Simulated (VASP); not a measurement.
# Sm3BRh (P-6m2) in VASP: notebook, part 2 of 3

VASP 6.6.1.

### 3 Single point, PBE

This run uses another cell than the first one, of 26.97 Å³/atom.

Input file INCAR:

```
ALGO = Normal
EDIFF = 1E-6
ENCUT = 500
GGA = PE
GGA_COMPAT = F
ISIF = 2
ISMEAR = 0
LASPH = T
LCHARG = F
LMAXMIX = 6
LREAL = F
LWAVE = F
NBANDS = 34
NELM = 200
PREC = Accurate
SIGMA = 0.1
```

Input file KPOINTS:

```
k-points
0
Gamma
  6 6 2
```

Input file POSCAR:

```
Sm3BRh
1.0
    4.1989774740     -0.0000000029      0.0000000000
   -2.0994887345      3.6364211639      0.0000000000
    0.0000000000      0.0000000000      8.8320540099
Sm B Rh
3 1 1
Direct
    0.0000000000      0.0000000000      0.0000000000
    0.6666666667      0.3333333333      0.3128574514
    0.6666666667      0.3333333333      0.6871425486
    0.6666666667      0.3333333333      0.0000000000
    0.3333333333      0.6666666667      0.5000000000
```

Potentials or basis: VASP PAW PBE potentials, release 64 (Sm_3, B, Rh_pv), 4f in core.

Started as:

```bash
$ cat potpaw_PBE.64/Sm_3/POTCAR potpaw_PBE.64/B/POTCAR potpaw_PBE.64/Rh_pv/POTCAR > POTCAR
$ mpirun -np 1 vasp_std > vasp.out
```

OUTCAR:

```text
EDIFF = 1E-6
   ENCUT = 500
   GGA = PE
   ISIF = 2
   ISMEAR = 0
   LASPH = T
   LREAL = F
   NELM = 200
   PREC = Accurate

 ion  position               nearest neighbor table
   1  0.000  0.000  0.000-   4 2.42   4 2.42   4 2.42   2 3.68   3 3.68   3 3.68   2 3.68   3 3.68
                             2 3.68
   2  0.667  0.333  0.313-   4 2.76   5 2.93   5 2.93   5 2.93   3 3.31   1 3.68   1 3.68   1 3.68

   3  0.667  0.333  0.687-   4 2.76   5 2.93   5 2.93   5 2.93   2 3.31   1 3.68   1 3.68   1 3.68

   4  0.667  0.333  0.000-   1 2.42   1 2.42   1 2.42   3 2.76   2 2.76
   5  0.333  0.667  0.500-   2 2.93   3 2.93   2 2.93   3 2.93   2 2.93   3 2.93

  LATTYP: Found a hexagonal cell.
 ALAT       =     4.1989774740
 C/A-ratio  =     2.1033820888

  Lattice vectors:

 A1 = (   4.1989774740,  -0.0000000029,   0.0000000000)
 A2 = (  -2.0994887345,   3.6364211639,   0.0000000000)
 A3 = (   0.0000000000,   0.0000000000,   8.8320540099)

Analysis of symmetry for initial positions (statically):
=====================================================================
 Subroutine PRICEL returns:
 Original cell was already a primitive cell.

 Routine SETGRP: Setting up the symmetry group for a
 hexagonal supercell.

 Subroutine GETGRP returns: Found 12 space group operations
 (whereof 12 operations were pure point group operations)
 out of a pool of 24 trial point group operations.

The static configuration has the point symmetry D_3h.

Analysis of symmetry for dynamics (positions and initial velocities):
=====================================================================
 Subroutine PRICEL returns:
 Original cell was already a primitive cell.

 Routine SETGRP: Setting up the symmetry group for a
 hexagonal supercell.

 Subroutine GETGRP returns: Found 12 space group operations
 (whereof 12 operations were pure point group operations)
 out of a pool of 24 trial point group operations.

The dynamic configuration has the point symmetry D_3h.

 Subroutine INISYM returns: Found 12 space group operations
 (whereof 12 operations are pure point group operations),
 and found     1 'primitive' translations

----------------------------------------------------------------------------------------

                                     Primitive cell

  volume of cell :     134.8588

  direct lattice vectors                    reciprocal lattice vectors
     4.198977474 -0.000000003  0.000000000     0.238153219  0.137497825  0.000000000
    -2.099488734  3.636421164  0.000000000     0.000000000  0.274995650  0.000000000
     0.000000000  0.000000000  8.832054010     0.000000000  0.000000000  0.113223945

  length of vectors
     4.198977474  4.198977474  8.832054010     0.274995650  0.274995650  0.113223945

  position of ions in fractional coordinates (direct lattice)
     0.000000000  0.000000000  0.000000000
     0.666666667  0.333333333  0.312857451
     0.666666667  0.333333333  0.687142549
     0.666666667  0.333333333  0.000000000
     0.333333333  0.666666667  0.500000000
[... 23 lines left out ...]

  Length of vectors
     0.045832608  0.045832608  0.056611973

  Shift w.r.t. Gamma in fractional coordinates (k-lattice)
     0.000000000  0.000000000  0.000000000

 Subroutine IBZKPT returns following result:
 ===========================================

 Found     14 irreducible k-points:

 Following reciprocal coordinates:
            Coordinates               Weight
  0.000000  0.000000  0.000000      1.000000
  0.166667  0.000000  0.000000      6.000000
  0.333333 -0.000000  0.000000      6.000000
  0.500000 -0.000000  0.000000      3.000000
  0.166667  0.166667  0.000000      6.000000
  0.333333  0.166667  0.000000     12.000000
  0.333333  0.333333  0.000000      2.000000
  0.000000  0.000000  0.500000      1.000000
  0.166667  0.000000  0.500000      6.000000
  0.333333 -0.000000  0.500000      6.000000
  0.500000 -0.000000  0.500000      3.000000
  0.166667  0.166667  0.500000      6.000000
  0.333333  0.166667  0.500000     12.000000
  0.333333  0.333333  0.500000      2.000000
   k-points           NKPTS =     14   k-points in BZ     NKDIM =     14   number of bands    NBANDS=     34
   number of dos      NEDOS =    301   number of ions     NIONS =      5
   total plane-waves  NPLWV =  65536
   dimension x,y,z NGX =    32 NGY =   32 NGZ =   64
   dimension x,y,z NGXF=    64 NGYF=   64 NGZF=  128
   ions per type =               3   1   1
   NGX,Y,Z   is equivalent  to a cutoff of  12.67, 12.67, 12.05 a.u.
   NGXF,Y,Z  is equivalent  to a cutoff of  25.34, 25.34, 24.09 a.u.
 SYSTEM =  unknown system
   PREC   = accura    normal or accurate (medium, high low for compatibility)
   ISTART =      0    job   : 0-new  1-cont  2-samecut
   ICHARG =      2    charge: 1-file 2-atom 10-const
   ISPIN  =      1    spin polarized calculation?
   LNONCOLLINEAR =      F non collinear calculations
   LSORBIT =      F    spin-orbit coupling
   LASPH  =      T    aspherical Exc in radial PAW
   ENCUT  =  500.0 eV  36.75 Ry    6.06 a.u.   7.66  7.66 16.10*2*pi/ulx,y,z
   NELM   =    200;   NELMIN=  2; NELMDL= -5     # of ELM steps
   EDIFF  = 0.1E-05   stopping-criterion for ELM
   LREAL  =      F    real-space projection
[... 7 lines left out ...]
   TEBEG  =    0.0;   TEEND  =   0.0 temperature during run
   PSTRESS=    0.0 pullay stress
   NELECT =      51.0000    total number of electrons
   NUPDOWN=      -1.0000    fix difference up-down
   EMIN   =  10.00;   EMAX   =-10.00  energy-range for DOS
   EFERMI =   0.00;   METHOD = LEGACY
   ISMEAR =     0;   SIGMA  =   0.10  broadening in eV -4-tet -1-fermi 0-gaus
   EFERMI_NEDOS =   21; number of points for ismear=-14 and -15
   IALGO  =     38    algorithm
   IMIX   =      4    mixing-type and parameters
     AMIX     =   0.40;   BMIX     =  1.00
     AMIX_MAG =   1.60;   BMIX_MAG =  1.00
  volume/ion in A,a.u.               =      26.97       182.01
  Fermi-wavevector in a.u.,A,eV,Ry     =   1.183873  2.237195 19.069314  1.401555
  Thomas-Fermi vector in A             =   2.320099
   LORBIT       =      0    0 simple, 1 ext, 2 COOP (PROOUT), +10 PAW based schemes
   GGA     = PE    functional components
   LHFCALC =     F    Hartree Fock is set to
   AEXX    =    0.0000 exact exchange contribution
   IVDW    =     0    specifies the selected vdW correction
   LEPSILON=     F    determine dielectric tensor
   LRPA    =     F    only Hartree local field effects (RPA)
 non-spin polarized calculation
 Gauss-broadening in eV      SIGMA  =   0.10
  energy-cutoff  :      500.00
  volume of cell :      134.86
 maximum number of plane-waves:      3464
 NGX is ok and might be reduce to    32
   NGX = 15   NGY = 15   NGZ = 33

 number of electron      51.0000001 magnetization

 Free energy of the ion-electron system (eV)
  ---------------------------------------------------
  ext. energy  EPLUGINS =         0.00000000
  ---------------------------------------------------
  free energy    TOTEN  =       -27.36555855 eV

  energy without entropy =      -27.34035410  energy(sigma->0) =      -27.35295633

 E-fermi :   3.2056     XC(G=0):  -9.8107

 val. band max:        3.2019560425   @ k =   0.3333  -0.0000   0.0000
 cond. band min:       3.2200033058   @ k =   0.3333  -0.0000   0.5000
 fundamental gap:      0.0180472633
 Fermi energy:         3.2055679361

 k-point     1 :       0.0000    0.0000    0.0000
  band No.  band energies     occupation
      1     -42.3637      2.00000
      2     -42.3385      2.00000
      3     -42.3385      2.00000
      4     -37.8117      2.00000
      5     -37.7593      2.00000
      6     -37.1052      2.00000
[... 507 lines left out ...]
     33       6.1444      0.00000
     34       6.4841      0.00000

------------------------ aborting loop because EDIFF is reached ----------------------------------------

  FORCE on cell =-STRESS in cart. coord.  units (eV):
  Direction    XX          YY          ZZ          XY          YZ          ZX
  --------------------------------------------------------------------------------------
  -------------------------------------------------------------------------------------
  Total        0.2957894      0.2957894      0.3331069     -0.0000000      0.0000000      0.0000000
  in kB        3.5140965      3.5140965      3.9574441     -0.0000000      0.0000000      0.0000000
  external PRESSURE =       3.6618790 kB  Pullay stress =       0.0000000 kB

 VOLUME and BASIS-vectors are now :
 -----------------------------------------------------------------------------
  energy-cutoff  :      500.00
  volume of cell :      134.86
      direct lattice vectors                 reciprocal lattice vectors
     4.198977474 -0.000000003  0.000000000     0.238153219  0.137497825  0.000000000
    -2.099488734  3.636421164  0.000000000     0.000000000  0.274995650  0.000000000
     0.000000000  0.000000000  8.832054010     0.000000000  0.000000000  0.113223945

 POSITION                                       TOTAL-FORCE (eV/Angst)
 -----------------------------------------------------------------------------------
      0.00000      0.00000      0.00000         0.000000     -0.000000      0.000000
      2.09949      1.21214      2.76317         0.000000      0.000000      0.020940
      2.09949      1.21214      6.06888        -0.000000      0.000000     -0.020940
      2.09949      1.21214      0.00000        -0.000000      0.000000      0.000000
      0.00000      2.42428      4.41603        -0.000000     -0.000000      0.000000
 -----------------------------------------------------------------------------------
    total drift:                               -0.000000      0.000000     -0.000000

  FREE ENERGIE OF THE ION-ELECTRON SYSTEM (eV)
  ---------------------------------------------------
  free  energy   TOTEN  =       -27.3655585492 eV

  energy  without entropy=      -27.3403541020  energy(sigma->0) =      -27.35295633
```

OSZICAR:

```text
N       E                     dE             d eps       ncg     rms          rms(c)
DAV:   1     0.465672593988E+03    0.46567E+03   -0.25285E+04  1008   0.135E+03
DAV:   2    -0.147892742731E+02   -0.48046E+03   -0.46825E+03  1070   0.391E+02
DAV:   3    -0.308942118674E+02   -0.16105E+02   -0.15726E+02  1168   0.689E+01
DAV:   4    -0.312116187910E+02   -0.31741E+00   -0.31587E+00  1126   0.920E+00
DAV:   5    -0.312202234367E+02   -0.86046E-02   -0.85989E-02  1204   0.138E+00    0.114E+01
DAV:   6    -0.284841825881E+02    0.27360E+01   -0.31157E+01  1072   0.166E+01    0.580E+00
DAV:   7    -0.274924228888E+02    0.99176E+00   -0.57212E+00  1148   0.783E+00    0.463E+00
DAV:   8    -0.274178259245E+02    0.74597E-01   -0.11387E+00  1158   0.582E+00    0.236E+00
DAV:   9    -0.273690014822E+02    0.48824E-01   -0.25115E-01  1164   0.287E+00    0.125E+00
DAV:  10    -0.273659848727E+02    0.30166E-02   -0.32744E-02  1086   0.106E+00    0.200E-01
DAV:  11    -0.273657489875E+02    0.23589E-03   -0.50735E-03  1072   0.278E-01    0.116E-01
DAV:  12    -0.273655900381E+02    0.15895E-03   -0.12497E-03  1150   0.183E-01    0.301E-02
DAV:  13    -0.273655607544E+02    0.29284E-04   -0.17782E-04  1150   0.663E-02    0.145E-02
DAV:  14    -0.273655593294E+02    0.14250E-05   -0.25189E-05  1108   0.254E-02    0.586E-03
DAV:  15    -0.273655585492E+02    0.78021E-06   -0.31768E-06   988   0.710E-03
   1 F= -.27365559E+02 E0= -.27352956E+02  d E =-.252044E-01
```

It took 30 s on 1 thread of Intel Xeon 6975P-C (Granite Rapids), shared host; peak memory 0.27 GiB.

What came out:

- Free energy: -27.3656 eV
- Pressure: 0.4 GPa
- Largest force: 0.021 eV/Å
- Band gap on the k mesh: zero (an odd number of electrons rules out a gap without spin polarisation)

Forces in eV/Å, atoms in the order of the input:
```
Sm   0.000  0.000  0.000
Sm   0.000  0.000  0.021
Sm   0.000  0.000 -0.021
B    0.000  0.000  0.000
Rh   0.000  0.000  0.000
```

Caveat: spin-orbit coupling is left out, which moves the levels of the heavy elements; the 4f electrons are frozen in the core, so they carry no moment and show no levels. Spin polarisation is off, so any magnetic state and its effect on volume and gap are missing.

(Part 2 of 3 ends here.)
